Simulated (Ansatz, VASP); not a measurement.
**TiO: VASP beside Ansatz**

File POSCAR:

```
TiO
1.0
    0.0000000000      2.3051679792      2.3051679792
    2.3051679792      0.0000000000      2.3051679792
    2.3051679792      2.3051679792      0.0000000000
Ti O
1 1
Direct
    0.0000000000      0.0000000000      0.0000000000
    0.2500000000      0.2500000000      0.2500000000
```

INCAR.step1

```
PREC = Accurate
ENCUT = 520
ISMEAR = 0
SIGMA = 0.1
LREAL = False
LASPH = True
NELM = 150
ISPIN = 2
MAGMOM = 2.5 0
LMAXMIX = 4
NBANDS = 20
GGA = PE
ALGO = Normal
EDIFF = 1E-4
LWAVE = True
LCHARG = False
```

INCAR.step2

```
PREC = Accurate
ENCUT = 520
EDIFF = 1E-6
ISMEAR = 0
SIGMA = 0.1
LREAL = False
LASPH = True
NELM = 150
ALGO = Normal
ISIF = 2
LWAVE = False
LCHARG = True
ISPIN = 2
MAGMOM = 2.5 0
LORBIT = 11
LMAXMIX = 4
METAGGA = R2SCAN
LMIXTAU = True
LELF = True
LVHAR = True
NBANDS = 20
ISTART = 1
```

File KPOINTS:

```
Automatic mesh
0
Gamma
  16 16 16
```

Input for Ansatz:

```yaml
crystal:
  lattice:
    - [0.0, 2.3051679792, 2.3051679792]
    - [2.3051679792, 0.0, 2.3051679792]
    - [2.3051679792, 2.3051679792, 0.0]
  atoms:
    - { symbol: Ti, position: [0.0, 0.0, 0.0], spin: 2.5 }
    - { symbol: O, position: [0.25, 0.25, 0.25] }
basis:
  ecutwfc: 500
kpoints:
  mp_grid: { grid: [16, 16, 16] }
hamiltonian:
  xc: r2scan
scf:
  occupations: { method: gaussian, width: 0.1 }
  lower_state_search: "off"
output:
  forces: true
  stress: true
  eigenvalues: true
  populations: true
  write_density: true
  write_potential: true
  elf: true
  volumetric_format: npy
magnetization:
  spin_polarized: true
```

Alike in both runs: task single point; functional r2SCAN; k mesh 16 × 16 × 16; occupations gaussian, width 0.1 eV; collinear spin.

|  | VASP | Ansatz |
| --- | --- | --- |
| version | VASP 6.6.1 | Ansatz 0.2.0 |
| potentials or method | VASP PAW PBE potentials, release 64 (Ti_sv, O), cutoff 520 eV | scalar-relativistic, plane waves, PAW |
| valence electrons in the cell | 18 | 18 |

Ansatz gave:

```
gap on the k mesh at the Fermi level (eV)                     : none
pressure (GPa)                                                : 0.0
net moment per atom (μB)                                      : 0.17
size of the moment on the site where the two differ most (μB) : 0.23
```

Which values does VASP return?

gap on the k mesh at the Fermi level (eV): none; pressure (GPa): 1.2; net moment per atom (μB): 0.16; size of the moment on the site where the two differ most (μB): 0.28.

VASP's potentials were made for PBE, not for r2SCAN. Site moments also hang on the region over which each program counts them. A gap of «none» marks a metal or a gap that the smearing closes. Ansatz's warnings: stability check not made.
